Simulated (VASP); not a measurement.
Input of a VASP 6.6.1 run:

File POSCAR:

```
Si2W
1.0
    3.2287807586      0.0000000000      0.0000000000
    0.0000000000      3.2287807586      0.0000000000
    0.0000000000      0.0000000000      7.5704777099
Si W
4 2
Direct
    0.0000000000      0.0000000000      0.3345978543
    0.5000000000      0.5000000000      0.1654021457
    0.5000000000      0.5000000000      0.8345978543
    0.0000000000      0.0000000000      0.6654021457
    0.0000000000      0.0000000000      0.0000000000
    0.5000000000      0.5000000000      0.5000000000
```

Contents of INCAR.step1:

```
SYSTEM = Si2W
ALGO     = Normal         ! electronic algorithm
EDIFF    = 1E-4           ! SCF threshold, eV
ENCUT    = 520            ! plane-wave cutoff, eV
GGA      = PE             ! functional
ISMEAR   = 0              ! smearing method
LASPH    = .TRUE.         ! aspherical terms in the spheres
LCHARG   = .FALSE.        ! write CHGCAR
LREAL    = .FALSE.        ! projectors in reciprocal space
LWAVE    = .TRUE.         ! write WAVECAR
NBANDS   = 31             ! bands
NELM     = 80             ! most SCF steps
PREC     = Accurate       ! precision mode
SIGMA    = 0.1            ! smearing width, eV
```

The input INCAR.step2:

```
SYSTEM = Si2W
ALGO     = Normal         ! electronic algorithm
EDIFF    = 1E-6           ! SCF threshold, eV
ENCUT    = 520            ! plane-wave cutoff, eV
ISIF     = 2              ! what is computed and relaxed
ISMEAR   = 0              ! smearing method
ISTART   = 1            
LASPH    = .TRUE.         ! aspherical terms in the spheres
LCHARG   = .FALSE.        ! write CHGCAR
LMIXTAU  = .TRUE.       
LREAL    = .FALSE.        ! projectors in reciprocal space
LWAVE    = .FALSE.        ! write WAVECAR
METAGGA  = R2SCAN         ! meta-GGA
NBANDS   = 31             ! bands
NELM     = 80             ! most SCF steps
PREC     = Accurate       ! precision mode
SIGMA    = 0.1            ! smearing width, eV
```

Contents of KPOINTS:

```
k-points
0
G
  12 12 6
  0 0 0
```

Potentials or basis: VASP PAW PBE potentials, release 64 (Si, W_sv).

Launch:

```sh
$ cat potpaw_PBE.64/Si/POTCAR potpaw_PBE.64/W_sv/POTCAR > POTCAR
$ cp INCAR.step1 INCAR
$ mpirun -np 1 vasp_std > vasp.out
$ cp INCAR.step2 INCAR
$ mpirun -np 1 vasp_std > vasp.out
```

(1) Estimate the band gap on the k mesh.

(2) What does it give for the largest force?

Answers

(1) zero (bands 22 and 23 overlap by 1.11 eV).

(2) 0.013 eV/Å.

Caveat: the cell differs from its parent crystal (uniaxial strain along c: -3.0 %, then relaxed in part); the PAW data sets were made with another functional, which shifts forces and pressure a little; spin-orbit coupling is left out, which moves the levels of the heavy elements.
